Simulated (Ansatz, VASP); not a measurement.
**TiSi2: VASP beside Ansatz**

```
CELL_PARAMETERS angstrom
1.74381 -6.63017 0.00000
1.74381 6.63017 0.00000
0.00000 0.00000 3.53070
ATOMIC_POSITIONS crystal
Ti 0.89748 0.10252 0.75000
Ti 0.10252 0.89748 0.25000
Si 0.55979 0.44021 0.75000
Si 0.44021 0.55979 0.25000
Si 0.24968 0.75032 0.75000
Si 0.75032 0.24968 0.25000
```

Alike in both runs: functional LDA; k mesh 10 × 10 × 10; occupations gaussian, width 0.1 eV; no spin polarisation.

Ansatz relaxed the structure, and its values are those at the end. VASP's run is a single point on that final structure, the one shown.

```csv
,VASP,Ansatz
version,VASP 6.6.1,Ansatz 0.2.0
potentials or method,"VASP PAW LDA potentials, release 64 (Ti_sv, Si), cutoff 520 eV","scalar-relativistic, plane waves, PAW"
valence electrons in the cell,40,40
```

|  | VASP | Ansatz | Ansatz less VASP |
| --- | --- | --- | --- |
| gap on the k mesh at the Fermi level (eV) | none | none | - |
| pressure (GPa) | 0.2 | 0.0 | -0.18 |

LDA's correlation is that of Perdew and Zunger in VASP and of Perdew and Wang (1992) in Ansatz. A gap of «none» marks a metal or a gap that the smearing closes.
